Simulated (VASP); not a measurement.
# Ta4N in VASP: a series of runs, part 2 of 2

VASP 6.6.1. Earlier steps stand in the parts before.

## 3. Relaxation of the atoms, PBE

INCAR

```
PREC     = Accurate       # precision mode
ENCUT    = 520            # plane-wave cutoff, eV
EDIFF    = 1E-7           # SCF threshold, eV
ISMEAR   = 0              # smearing method
SIGMA    = 0.1            # smearing width, eV
LREAL    = F              # projectors in reciprocal space
LASPH    = T              # aspherical terms in the spheres
NELM     = 100            # most SCF steps
ALGO     = Fast           # electronic algorithm
ISIF     = 2              # what is computed and relaxed
LWAVE    = F              # write WAVECAR
LCHARG   = F              # write CHGCAR
LDIPOL   = T            
IDIPOL   = 3            
DIPOL    = 0.5 0.5 0.357
GGA      = PE             # functional
IBRION   = 2              # ionic algorithm
NSW      = 36             # ionic steps
EDIFFG   = -0.025         # ionic threshold
```

KPOINTS

```
regular mesh
0
Gamma
  8 8 1
```

POSCAR

```
Ta4N
1.0
    3.3189671338      0.0000000000      0.0000000000
    0.0000000000      3.3189671338      0.0000000000
    0.0000000000      0.0000000000     20.2996559829
Ta N
4 1
Selective dynamics
Direct
    0.5000000000      0.5000000000      0.1970476743  F F F
    0.0000000000      0.0000000000      0.2787970186  F F F
    0.5000000000      0.5000000000      0.3599139064  F F F
    0.0000000000      0.0000000000      0.4334879365  F F F
    0.2500000000      0.2500000000      0.5132922445  F F T
```

Potentials or basis: VASP PAW PBE potentials, release 64 (Ta_pv, N).

On the command line:

```bash
> cat potpaw_PBE.64/Ta_pv/POTCAR potpaw_PBE.64/N/POTCAR > POTCAR
> mpirun -np 1 vasp_std > vasp.out
```

OUTCAR:

```text
PREC = Accurate
   ENCUT = 520
   EDIFF = 1E-7
   ISMEAR = 0
   LREAL = F
   LASPH = T
   NELM = 100
   ISIF = 2
   GGA = PE
   IBRION = 2
   NSW = 36
   EDIFFG = -0.025

 ion  position               nearest neighbor table
   1  0.500  0.500  0.197-   2 2.87   2 2.87   2 2.87   2 2.87   3 3.31
   2  0.000  0.000  0.279-   3 2.87   3 2.87   3 2.87   3 2.87   1 2.87   1 2.87   1 2.87   1 2.87
                             4 3.14
   3  0.500  0.500  0.360-   4 2.78   4 2.78   4 2.78   4 2.78   2 2.87   2 2.87   2 2.87   2 2.87
                             1 3.31
   4  0.000  0.000  0.433-   5 2.00   3 2.78   3 2.78   3 2.78   3 2.78   2 3.14
   5  0.250  0.250  0.513-   4 2.00

  LATTYP: Found a simple tetragonal cell.
 ALAT       =     3.3189671338
 C/A-ratio  =     6.1162570054

  Lattice vectors:

 A1 = (   3.3189671338,   0.0000000000,   0.0000000000)
 A2 = (   0.0000000000,   3.3189671338,   0.0000000000)
 A3 = (   0.0000000000,   0.0000000000,  20.2996559829)

Analysis of symmetry for initial positions (statically):
=====================================================================
 Subroutine PRICEL returns:
 Original cell was already a primitive cell.

 Routine SETGRP: Setting up the symmetry group for a
 simple tetragonal supercell.

 Subroutine GETGRP returns: Found  2 space group operations
 (whereof  2 operations were pure point group operations)
 out of a pool of 16 trial point group operations.

The static configuration has the point symmetry C_1h.

Analysis of symmetry for dynamics (positions and initial velocities):
=====================================================================
 Subroutine PRICEL returns:
 Original cell was already a primitive cell.

 Routine SETGRP: Setting up the symmetry group for a
 simple tetragonal supercell.

 Subroutine GETGRP returns: Found  2 space group operations
[... 168 lines left out ...]
  ext. energy  EPLUGINS =         0.00000000
  ---------------------------------------------------
  free energy    TOTEN  =       -50.44242073 eV

  energy without entropy =      -50.42083767  energy(sigma->0) =      -50.43162920

------------------------ aborting loop because EDIFF is reached ----------------------------------------

  FORCE on cell =-STRESS in cart. coord.  units (eV):
  Direction    XX          YY          ZZ          XY          YZ          ZX
  --------------------------------------------------------------------------------------
  -------------------------------------------------------------------------------------
  Total       -3.6926863     -3.6926863     -5.7889586     -0.3276557     -0.4084864     -0.4084849
  in kB      -26.4580857    -26.4580857    -41.4778701     -2.3476518     -2.9268038     -2.9267929
  external PRESSURE =     -31.4646805 kB  Pullay stress =       0.0000000 kB
[... 98 lines left out ...]
  FREE ENERGIE OF THE ION-ELECTRON SYSTEM (eV)
  ---------------------------------------------------
  free  energy   TOTEN  =       -51.0344354963 eV

  energy  without entropy=      -51.0067335751  energy(sigma->0) =      -51.02058454

[... ionic steps 4 to 13 ...]

--------------------------------------- Ionic step       14  -------------------------------------------

 number of electron      48.9999996 magnetization

------------------------ aborting loop because EDIFF is reached ----------------------------------------
[... 73 lines left out ...]
--------------------------------------- Ionic step       16  -------------------------------------------

 number of electron      48.9999996 magnetization

 dipolmoment           0.000000      0.000000      0.191557 electrons x Angstroem

 Free energy of the ion-electron system (eV)
  ---------------------------------------------------
  ext. energy  EPLUGINS =         0.00000000
  ---------------------------------------------------
  free energy    TOTEN  =       -51.03449667 eV

  energy without entropy =      -51.00694606  energy(sigma->0) =      -51.02072137

 E-fermi :  -1.4141     XC(G=0):  -5.5073

 val. band max:       -1.4791627733   @ k =   0.5000   0.2500   0.0000
 cond. band min:      -1.4063908510   @ k =   0.3750   0.3750   0.0000
 fundamental gap:      0.0727719223
 Fermi energy:        -1.4141205856

 k-point     1 :       0.0000    0.0000    0.0000
  band No.  band energies     occupation
      1     -36.4068      2.00000
      2     -36.2137      2.00000
      3     -36.2109      2.00000
      4     -35.6780      2.00000
      5     -35.6285      2.00000
      6     -35.5756      2.00000
[... 661 lines left out ...]
     28       0.6468      0.00000
     29       0.9424      0.00000

------------------------ aborting loop because EDIFF is reached ----------------------------------------

 vacuum level on the upper side and lower side of the slab       (xc-potential included)         1.532        -1.702

  FORCE on cell =-STRESS in cart. coord.  units (eV):
  Direction    XX          YY          ZZ          XY          YZ          ZX
  --------------------------------------------------------------------------------------
  -------------------------------------------------------------------------------------
  Total       -1.1403283     -1.1403283      0.3705643      1.4252817      2.5597097      2.5597164
  in kB       -8.1704489     -8.1704489      2.6550920     10.2121389     18.3403121     18.3403596
  external PRESSURE =      -4.5619353 kB  Pullay stress =       0.0000000 kB
[... 20 lines left out ...]
  FREE ENERGIE OF THE ION-ELECTRON SYSTEM (eV)
  ---------------------------------------------------
  free  energy   TOTEN  =       -51.0344966702 eV

  energy  without entropy=      -51.0069460601  energy(sigma->0) =      -51.02072137

 reached required accuracy - stopping structural energy minimisation

 vacuum level on the upper side and lower side of the slab         5.614         2.325
```

CONTCAR:

```text
Ta4N
   1.00000000000000
     3.3189671338000002    0.0000000000000000    0.0000000000000000
     0.0000000000000000    3.3189671338000002    0.0000000000000000
     0.0000000000000000    0.0000000000000000   20.2996559828999992
  Ta              N
     4     1
Selective dynamics
Direct
     0.5000000000000000    0.5000000000000000    0.1970476743000020   F   F   F
     0.0000000000000000    0.0000000000000000    0.2787970186000024   F   F   F
     0.5000000000000000    0.5000000000000000    0.3599139064000028   F   F   F
     0.0000000000000000    0.0000000000000000    0.4334879365000006   F   F   F
     0.2500000000000000    0.2500000000000000    0.4997442474913492   F   F   T

  0.00000000E+00  0.00000000E+00  0.00000000E+00
  0.00000000E+00  0.00000000E+00  0.00000000E+00
  0.00000000E+00  0.00000000E+00  0.00000000E+00
  0.00000000E+00  0.00000000E+00  0.00000000E+00
  0.00000000E+00  0.00000000E+00  0.00000000E+00
```

Run time: 61 min. Hardware: 1 thread of Oxide Virtual Turin-like, shared host; peak memory 0.4 GiB.

Results:

| Item | Value |
| --- | --- |
| Free energy | -51.0345 eV |
| Energy gained by relaxing | 118.4 meV/atom |
| Ionic steps | 16 |
| Band gap on the k mesh | zero (an odd number of electrons rules out a gap without spin polarisation) |

Step by step:
```
step  energy change (eV)  largest force on free atoms (eV/Å)  pressure (GPa)
   1              0.0000                              3.6991           -3.15
   2             -0.5047                              1.7200           -1.61
   3             -0.5920                              0.0512           -0.42
   4             -0.5920                              0.0616           -0.49
   5             -0.5920                              0.0601           -0.49
   6             -0.5920                              0.0576           -0.49
   7             -0.5920                              0.0572           -0.49
   8             -0.5920                              0.0570           -0.49
   9             -0.5920                              0.0568           -0.49
  10             -0.5920                              0.0562           -0.49
  11             -0.5920                              0.0560           -0.49
  12             -0.5920                              0.0542           -0.48
  13             -0.5920                              0.0514           -0.48
  14             -0.5920                              0.0453           -0.48
  15             -0.5921                              0.0327           -0.47
  16             -0.5921                              0.0085           -0.46
```

Final structure:
```xyz
5
Lattice="3.3190 0.0000 0.0000 0.0000 3.3190 0.0000 0.0000 0.0000 20.2997" Properties=species:S:1:pos:R:3 pbc="T T T"
Ta    1.6595    1.6595    4.0000
Ta    0.0000    0.0000    5.6595
Ta    1.6595    1.6595    7.3061
Ta    0.0000    0.0000    8.7997
N     0.8297    0.8297   10.1446
```

Levels at points of the mesh, in eV from the Fermi level:
| k point | band 22 | band 23 | band 24 | band 25 | band 26 | band 27 | band 28 | band 29 |
| --- | --- | --- | --- | --- | --- | --- | --- | --- |
| (0.00, 0.00, 0.00) | -0.21 | 0.24 | 0.32 | 0.38 | 0.55 | 0.80 | 1.08 | 1.23 |
| (0.50, 0.00, 0.00) | -1.00 | -0.80 | -0.46 | 0.23 | 0.52 | 0.69 | 1.08 | 1.72 |
| (0.50, 0.50, 0.00) | -1.40 | -1.09 | -0.16 | -0.09 | 0.54 | 2.02 | 2.06 | 2.36 |

Caveat: spin-orbit coupling is left out, which moves the levels of the heavy elements.

The gap in the log of VASP goes by the Fermi energy; the results here count the filled bands.